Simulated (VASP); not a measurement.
# Sn (I4/mmm) in VASP: a series of runs, part 2 of 2

VASP 6.6.1. The steps go on from the part before.

## (3) Single point, LDA (strain -0.0750 x Voigt [0, 0, 1, 0, 0, 0])

Input file INCAR:

```
SYSTEM = Sn
PREC = Accurate
ENCUT = 520
EDIFF = 1E-7
ISMEAR = 0
SIGMA = 0.15
LREAL = .FALSE.
LASPH = .TRUE.
NELM = 80
ALGO = Fast
ISIF = 2
LWAVE = .FALSE.
LCHARG = .FALSE.
NBANDS = 13
```

Input file KPOINTS:

```
regular mesh
0
G
  18 18 18
  0 0 0
```

Input file POSCAR:

```
Sn
1.0
   -1.8946518192      1.8946518192      1.7525529328
    1.8946518192     -1.8946518192      1.7525529328
    1.8946518192      1.8946518192     -1.7525529328
Sn
1
Direct
    0.0000000000      0.0000000000      0.0000000000
```

Potentials or basis: VASP PAW LDA potentials, release 64 (Sn_d).

Started as:

```console
$ cat potpaw_LDA.64/Sn_d/POTCAR > POTCAR
$ mpirun -np 1 vasp_std > vasp.out
```

OUTCAR:

```text
SYSTEM = Sn
   PREC = Accurate
   ENCUT = 520
   EDIFF = 1E-7
   ISMEAR = 0
   LREAL = .FALSE.
   LASPH = .TRUE.
   NELM = 80
   ISIF = 2

 ion  position               nearest neighbor table
   1  0.000  0.000  0.000-

  LATTYP: Found a body centered tetragonal cell.
 ALAT       =     3.7893036384
 C/A-ratio  =     0.9250000000

  Lattice vectors:

 A1 = (  -1.8946518192,   1.8946518192,   1.7525529328)
 A2 = (   1.8946518192,  -1.8946518192,   1.7525529328)
 A3 = (   1.8946518192,   1.8946518192,  -1.7525529328)

Analysis of symmetry for initial positions (statically):
=====================================================================
 Subroutine PRICEL returns:
 Original cell was already a primitive cell.

 Routine SETGRP: Setting up the symmetry group for a
 body centered tetragonal supercell.

 Subroutine GETGRP returns: Found 16 space group operations
 (whereof 16 operations were pure point group operations)
 out of a pool of 16 trial point group operations.

The static configuration has the point symmetry D_4h.

Analysis of symmetry for dynamics (positions and initial velocities):
=====================================================================
 Subroutine PRICEL returns:
 Original cell was already a primitive cell.

 Routine SETGRP: Setting up the symmetry group for a
 body centered tetragonal supercell.

 Subroutine GETGRP returns: Found 16 space group operations
 (whereof 16 operations were pure point group operations)
 out of a pool of 16 trial point group operations.

The dynamic configuration has the point symmetry D_4h.

 Subroutine INISYM returns: Found 16 space group operations
 (whereof 16 operations are pure point group operations),
 and found     1 'primitive' translations

----------------------------------------------------------------------------------------

[... 110 lines left out ...]
     AMIX_MAG =   1.60;   BMIX_MAG =  1.00
  volume/ion in A,a.u.               =      25.16       169.82
  Fermi-wavevector in a.u.,A,eV,Ry     =   1.346442  2.544406 24.666070  1.812905
  Thomas-Fermi vector in A             =   2.474273
   LORBIT       =      0    0 simple, 1 ext, 2 COOP (PROOUT), +10 PAW based schemes
   GGA     = CA    functional components
   LHFCALC =     F    Hartree Fock is set to
   AEXX    =    0.0000 exact exchange contribution
   IVDW    =     0    specifies the selected vdW correction
   LEPSILON=     F    determine dielectric tensor
   LRPA    =     F    only Hartree local field effects (RPA)
 non-spin polarized calculation
 RMM-DIIS sequential band-by-band and
 Gauss-broadening in eV      SIGMA  =   0.15
  energy-cutoff  :      520.00
  volume of cell :       25.16
 maximum number of plane-waves:       697
   NGX = 11   NGY = 11   NGZ = 11

 number of electron      14.0000005 magnetization

 Free energy of the ion-electron system (eV)
  ---------------------------------------------------
  ext. energy  EPLUGINS =         0.00000000
  ---------------------------------------------------
  free energy    TOTEN  =        -4.44823524 eV

  energy without entropy =       -4.44216256  energy(sigma->0) =       -4.44519890

 E-fermi :   8.8066     XC(G=0): -10.9706

 val. band max:        8.7895028466   @ k =  -0.4444  -0.4444   0.2222
 cond. band min:       8.8117053373   @ k =  -0.1111  -0.2778   0.0556
 fundamental gap:      0.0222024907
 Fermi energy:         8.8065918909

 k-point     1 :       0.0000    0.0000    0.0000
  band No.  band energies     occupation
      1     -12.7397      2.00000
      2     -12.7074      2.00000
      3     -12.7074      2.00000
      4     -12.5764      2.00000
      5     -12.5236      2.00000
      6      -2.9009      2.00000
      7      17.0207      0.00000
      8      17.0207      0.00000
      9      17.8005      0.00000
     10      21.0234      0.00000
     11      21.0234      0.00000
     12      21.1081      0.00000
     13      21.9454      0.00000
[... 354 lines left out ...]
  band No.  band energies     occupation
      1     -12.7424      2.00000
      2     -12.6938      2.00000
      3     -12.6244      2.00000
      4     -12.5754      2.00000
      5     -12.5403      2.00000
      6      -1.9617      2.00000
      7      12.6448      0.00000
      8      14.1870      0.00000
      9      15.6726      0.00000
     10      18.5142      0.00000
     11      19.5856      0.00000
     12      21.7184      0.00000
     13      24.1356      0.00000

 [... further k-points ...]
[... 5 lines left out ...]
  --------------------------------------------------------------------------------------
  -------------------------------------------------------------------------------------
  Total        0.1805872      0.1805872      0.0713069      0.0000000      0.0000000      0.0000000
  in kB       11.4976079     11.4976079      4.5399624      0.0000000      0.0000000      0.0000000
  external PRESSURE =       9.1783927 kB  Pullay stress =       0.0000000 kB

 VOLUME and BASIS-vectors are now :
 -----------------------------------------------------------------------------
  energy-cutoff  :      520.00
  volume of cell :       25.16
      direct lattice vectors                 reciprocal lattice vectors
    -1.894651819  1.894651819  1.752552933     0.000000000  0.263900731  0.285298088
     1.894651819 -1.894651819  1.752552933     0.263900731  0.000000000  0.285298088
     1.894651819  1.894651819 -1.752552933     0.263900731  0.263900731  0.000000000

 POSITION                                       TOTAL-FORCE (eV/Angst)
 -----------------------------------------------------------------------------------
      0.00000      0.00000      0.00000         0.000000      0.000000      0.000000
 -----------------------------------------------------------------------------------
    total drift:                                0.000000      0.000000      0.000000

  FREE ENERGIE OF THE ION-ELECTRON SYSTEM (eV)
  ---------------------------------------------------
  free  energy   TOTEN  =        -4.4482352424 eV

  energy  without entropy=       -4.4421625608  energy(sigma->0) =       -4.44519890
```

It took 68 s on 1 thread of Intel Xeon Platinum 8375C at 2.90GHz (Ice Lake), shared host; peak memory 0.24 GiB.

What came out:

| Quantity | Value |
| --- | --- |
| Free energy | -4.4482 eV |
| Pressure | 0.9 GPa |
| Band gap on the k mesh | zero (band 7 reaches 17.02 eV, above the bottom of band 8 at 6.21 eV) |

Caveat: the cell differs from its parent crystal (strain -0.0750 x Voigt [0, 0, 1, 0, 0, 0]); spin-orbit coupling is left out, which moves the levels of the heavy elements.

## (4) Single point, LDA (strain +0.0750 x Voigt [0, 0, 1, 0, 0, 0])

Input file INCAR:

```
SYSTEM = Sn
PREC = Accurate ; ENCUT = 520
EDIFF = 1E-6 ; ISMEAR = 0
SIGMA = 0.15 ; LREAL = .False.
LASPH = .True. ; NELM = 100
ALGO = Fast ; ISIF = 2
LWAVE = .False. ; LCHARG = .True.
LELF = .True. ; LVHAR = .True.
NBANDS = 13
```

Input file KPOINTS:

```
regular mesh
0
Gamma
  18 18 18
  0 0 0
```

Input file POSCAR:

```
Sn
1.0
   -1.8946518192      1.8946518192      2.0367507056
    1.8946518192     -1.8946518192      2.0367507056
    1.8946518192      1.8946518192     -2.0367507056
Sn
1
Direct
    0.0000000000      0.0000000000      0.0000000000
```

Potentials or basis: VASP PAW LDA potentials, release 64 (Sn_d).

Started as:

```console
$ cat potpaw_LDA.64/Sn_d/POTCAR > POTCAR
$ mpirun -np 1 vasp_std > vasp.out
```

OUTCAR:

```text
SYSTEM = Sn
   PREC = Accurate
   ENCUT = 520
   EDIFF = 1E-6
   ISMEAR = 0
   LREAL = .False.
   LASPH = .True.
   NELM = 100
   ISIF = 2

 ion  position               nearest neighbor table
   1  0.000  0.000  0.000-

  LATTYP: Found a body centered tetragonal cell.
 ALAT       =     3.7893036384
 C/A-ratio  =     1.0750000000

  Lattice vectors:

 A1 = (  -1.8946518192,   1.8946518192,   2.0367507056)
 A2 = (   1.8946518192,  -1.8946518192,   2.0367507056)
 A3 = (   1.8946518192,   1.8946518192,  -2.0367507056)

Analysis of symmetry for initial positions (statically):
=====================================================================
 Subroutine PRICEL returns:
 Original cell was already a primitive cell.

 Routine SETGRP: Setting up the symmetry group for a
 body centered tetragonal supercell.

 Subroutine GETGRP returns: Found 16 space group operations
 (whereof 16 operations were pure point group operations)
 out of a pool of 16 trial point group operations.

The static configuration has the point symmetry D_4h.

Analysis of symmetry for dynamics (positions and initial velocities):
=====================================================================
 Subroutine PRICEL returns:
 Original cell was already a primitive cell.

 Routine SETGRP: Setting up the symmetry group for a
 body centered tetragonal supercell.

 Subroutine GETGRP returns: Found 16 space group operations
 (whereof 16 operations were pure point group operations)
 out of a pool of 16 trial point group operations.

The dynamic configuration has the point symmetry D_4h.

 Subroutine INISYM returns: Found 16 space group operations
 (whereof 16 operations are pure point group operations),
 and found     1 'primitive' translations

----------------------------------------------------------------------------------------

                                     Primitive cell

  volume of cell :      29.2453

  direct lattice vectors                    reciprocal lattice vectors
    -1.894651819  1.894651819  2.036750706     0.000000000  0.263900731  0.245489052
     1.894651819 -1.894651819  2.036750706     0.263900731  0.000000000  0.245489052
     1.894651819  1.894651819 -2.036750706     0.263900731  0.263900731  0.000000000

  length of vectors
     3.365674445  3.365674445  3.365674445     0.360428177  0.360428177  0.373211993

  position of ions in fractional coordinates (direct lattice)
     0.000000000  0.000000000  0.000000000

  ion indices of the primitive-cell ions
   primitive index   ion index
                 1           1

----------------------------------------------------------------------------------------

 KPOINTS: regular mesh

Automatic generation of k-mesh.
 Grid dimensions read from file:
 generate k-points for:   18   18   18

 Generating k-lattice:

  Cartesian coordinates                     Fractional coordinates (reciprocal lattice)
     0.000000000  0.014661152  0.013638281     0.055555556 -0.000000000  0.000000000
     0.014661152  0.000000000  0.013638281    -0.000000000  0.055555556  0.000000000
     0.014661152  0.014661152  0.000000000     0.000000000  0.000000000  0.055555556

  Length of vectors
     0.020023788  0.020023788  0.020734000

  Shift w.r.t. Gamma in fractional coordinates (k-lattice)
     0.000000000  0.000000000  0.000000000

 Subroutine IBZKPT returns following result:
 ===========================================

 Found    480 irreducible k-points:

 Following reciprocal coordinates:
            Coordinates               Weight
  0.000000  0.000000  0.000000      1.000000
  0.055556  0.000000  0.000000      8.000000
  0.111111  0.000000  0.000000      8.000000
  0.166667  0.000000  0.000000      8.000000
  0.222222  0.000000  0.000000      8.000000
  0.277778  0.000000 -0.000000      8.000000
[... 16 lines left out ...]
 -0.277778  0.055556  0.000000     16.000000
 -0.222222  0.055556  0.000000     16.000000
 [... further k-points ...]
   k-points           NKPTS =    480   k-points in BZ     NKDIM =    480   number of bands    NBANDS=     13
   number of dos      NEDOS =    301   number of ions     NIONS =      1
   total plane-waves  NPLWV =  21952
   dimension x,y,z NGX =    28 NGY =   28 NGZ =   28
   dimension x,y,z NGXF=    56 NGYF=   56 NGZF=   56
   ions per type =               1
   NGX,Y,Z   is equivalent  to a cutoff of  13.83, 13.83, 13.83 a.u.
   NGXF,Y,Z  is equivalent  to a cutoff of  27.66, 27.66, 27.66 a.u.
 SYSTEM =  Sn
   PREC   = accura    normal or accurate (medium, high low for compatibility)
   ISTART =      0    job   : 0-new  1-cont  2-samecut
   ICHARG =      2    charge: 1-file 2-atom 10-const
   ISPIN  =      1    spin polarized calculation?
   LNONCOLLINEAR =      F non collinear calculations
   LSORBIT =      F    spin-orbit coupling
   LASPH  =      T    aspherical Exc in radial PAW
   ENCUT  =  520.0 eV  38.22 Ry    6.18 a.u.   6.26  6.26  6.26*2*pi/ulx,y,z
   NELM   =    100;   NELMIN=  2; NELMDL= -5     # of ELM steps
   EDIFF  = 0.1E-05   stopping-criterion for ELM
   LREAL  =      F    real-space projection
   EDIFFG = 0.1E-04   stopping-criterion for IOM
   NSW    =      0    number of steps for IOM
   IBRION =     -1    ionic relax: 0-MD 1-quasi-New 2-CG
   NFREE  =      0    steps in history (QN), initial steepest desc. (CG)
   ISIF   =      2    stress and relaxation
   ISYM   =      2    0-nonsym 1-usesym 2-fastsym
   POTIM  = 0.5000    time-step for ionic-motion
   TEBEG  =    0.0;   TEEND  =   0.0 temperature during run
   PSTRESS=    0.0 pullay stress
   NELECT =      14.0000    total number of electrons
   NUPDOWN=      -1.0000    fix difference up-down
   EMIN   =  10.00;   EMAX   =-10.00  energy-range for DOS
   EFERMI =   0.00;   METHOD = LEGACY
   ISMEAR =     0;   SIGMA  =   0.15  broadening in eV -4-tet -1-fermi 0-gaus
   EFERMI_NEDOS =   21; number of points for ismear=-14 and -15
   IALGO  =     68    algorithm
   IMIX   =      4    mixing-type and parameters
     AMIX     =   0.40;   BMIX     =  1.00
     AMIX_MAG =   1.60;   BMIX_MAG =  1.00
  volume/ion in A,a.u.               =      29.25       197.36
  Fermi-wavevector in a.u.,A,eV,Ry     =   1.280654  2.420086 22.314585  1.640076
  Thomas-Fermi vector in A             =   2.413070
   LORBIT       =      0    0 simple, 1 ext, 2 COOP (PROOUT), +10 PAW based schemes
   GGA     = CA    functional components
   LHFCALC =     F    Hartree Fock is set to
   AEXX    =    0.0000 exact exchange contribution
   IVDW    =     0    specifies the selected vdW correction
   LEPSILON=     F    determine dielectric tensor
   LRPA    =     F    only Hartree local field effects (RPA)
 non-spin polarized calculation
 RMM-DIIS sequential band-by-band and
 Gauss-broadening in eV      SIGMA  =   0.15
  energy-cutoff  :      520.00
  volume of cell :       29.25
 maximum number of plane-waves:       804
 NGX is ok and might be reduce to    28
   NGX = 13   NGY = 13   NGZ = 13

 number of electron      13.9999998 magnetization

 Free energy of the ion-electron system (eV)
  ---------------------------------------------------
  ext. energy  EPLUGINS =         0.00000000
  ---------------------------------------------------
  free energy    TOTEN  =        -4.37140590 eV

  energy without entropy =       -4.36544510  energy(sigma->0) =       -4.36842550

 E-fermi :   6.9727     XC(G=0): -10.2650

 val. band max:        6.9723784948   @ k =  -0.3889   0.2222   0.0556
 cond. band min:       6.9727587068   @ k =  -0.4444   0.5000   0.4444
 fundamental gap:      0.0003802120
 Fermi energy:         6.9726587662

 k-point     1 :       0.0000    0.0000    0.0000
  band No.  band energies     occupation
      1     -14.4652      2.00000
      2     -14.4652      2.00000
      3     -14.4520      2.00000
      4     -14.3664      2.00000
      5     -14.3393      2.00000
      6      -3.6367      2.00000
      7      13.9573      0.00000
      8      14.1935      0.00000
      9      14.1935      0.00000
     10      18.4828      0.00000
     11      18.8459      0.00000
     12      18.8460      0.00000
     13      19.4357      0.00000
[... 353 lines left out ...]
 k-point    24 :      -0.2222    0.0556    0.0000
  band No.  band energies     occupation
      1     -14.4682      2.00000
      2     -14.4491      2.00000
      3     -14.4004      2.00000
      4     -14.3712      2.00000
      5     -14.3471      2.00000
      6      -2.8195      2.00000
      7       9.6605      0.00000
      8      12.2960      0.00000
      9      13.1771      0.00000
     10      16.6124      0.00000
     11      16.8832      0.00000
     12      18.1576      0.00000
     13      20.7005      0.00000

 [... further k-points ...]
[... 5 lines left out ...]
  --------------------------------------------------------------------------------------
  -------------------------------------------------------------------------------------
  Total       -1.1019789     -1.1019789     -0.9927677      0.0000000      0.0000000      0.0000000
  in kB      -60.3708347    -60.3708347    -54.3878071      0.0000000      0.0000000      0.0000000
  external PRESSURE =     -58.3764922 kB  Pullay stress =       0.0000000 kB

 VOLUME and BASIS-vectors are now :
 -----------------------------------------------------------------------------
  energy-cutoff  :      520.00
  volume of cell :       29.25
      direct lattice vectors                 reciprocal lattice vectors
    -1.894651819  1.894651819  2.036750706     0.000000000  0.263900731  0.245489052
     1.894651819 -1.894651819  2.036750706     0.263900731  0.000000000  0.245489052
     1.894651819  1.894651819 -2.036750706     0.263900731  0.263900731  0.000000000

 POSITION                                       TOTAL-FORCE (eV/Angst)
 -----------------------------------------------------------------------------------
      0.00000      0.00000      0.00000         0.000000      0.000000      0.000000
 -----------------------------------------------------------------------------------
    total drift:                               -0.000000     -0.000000     -0.000000

  FREE ENERGIE OF THE ION-ELECTRON SYSTEM (eV)
  ---------------------------------------------------
  free  energy   TOTEN  =        -4.3714059047 eV

  energy  without entropy=       -4.3654451027  energy(sigma->0) =       -4.36842550
```

It took 2.4 min on 1 thread of Intel Xeon Platinum 8375C at 2.90GHz (Ice Lake), shared host; peak memory 0.27 GiB.

Results:

```yaml
Free_energy: -4.3714 eV
Pressure: -5.8 GPa
Band_gap_on_the_k_mesh: zero (band 7 reaches 13.96 eV, above the bottom of band 8 at 4.81 eV)
```

Caveat: the cell differs from its parent crystal (strain +0.0750 x Voigt [0, 0, 1, 0, 0, 0]); spin-orbit coupling is left out, which moves the levels of the heavy elements.

## (5) The runs side by side

```csv
cell,further INCAR settings,gap on the mesh (eV),pressure (GPa)
"a = 3.176 Å, angles 106.8, 106.8, 115.1°, 1 atom",ALGO = Fast; EDIFF = 1e-07; NBANDS = 13,none,2.9
"a = 3.202 Å, angles 107.4, 107.4, 113.6°, 1 atom",ALGO = Fast; EDIFF = 1e-07; NBANDS = 13,none,0.9
"a = 3.366 Å, angles 111.5, 111.5, 105.5°, 1 atom",ALGO = Fast; EDIFF = 1e-06; NBANDS = 13,none,-5.8
```

Alike in all rows: task single point; level LDA; potentials or basis VASP PAW LDA potentials, release 64 (Sn_d); no spin polarisation; k mesh 18 × 18 × 18; cutoff (eV) 520; smearing gaussian 0.15 eV.

Caveats: spin-orbit coupling is left out, which moves the levels of the heavy elements.

Absolute energies hang on the potentials; compare differences alone.
